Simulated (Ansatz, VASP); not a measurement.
# Sn3O4: VASP beside Ansatz

```xyz
7
Lattice="7.3740 -1.6273 -0.2904 7.3740 1.6273 -0.2904 -0.5334 0.0000 5.7077" Properties=species:S:1:pos:R:3 pbc="T T T"
Sn   10.9454    0.0000    1.0137
Sn    3.2693    0.0000    4.1133
Sn    0.0000    0.0000    0.0000
O     2.5928    0.0000    0.2268
O    11.6219    0.0000    4.9002
O     9.7387    0.0000    2.8043
O     4.4760    0.0000    2.3227
```

Alike in both runs: functional PBE; k mesh 12 × 12 × 8; occupations gaussian, width 0.1 eV; no spin polarisation.

Ansatz relaxed the structure, and its values are those at the end. VASP's run is a single point on that final structure, the one shown.

|  | VASP | Ansatz |
| --- | --- | --- |
| version | VASP 6.6.1 | Ansatz 0.2.0 |
| potentials or method | VASP PAW PBE potentials, release 64 (Sn_d, O), cutoff 520 eV | scalar-relativistic, plane waves, PAW |
| valence electrons in the cell | 66 | 66 |

|  | VASP | Ansatz | Ansatz less VASP |
| --- | --- | --- | --- |
| gap on the k mesh at the Fermi level (eV) | none | none | - |
| pressure (GPa) | 0.3 | 0.0 | -0.30 |
| rms of the force components (eV/Å) | 0.023 | 0.001 | -0.0220 |

A gap of «none» marks a metal or a gap that the smearing closes.
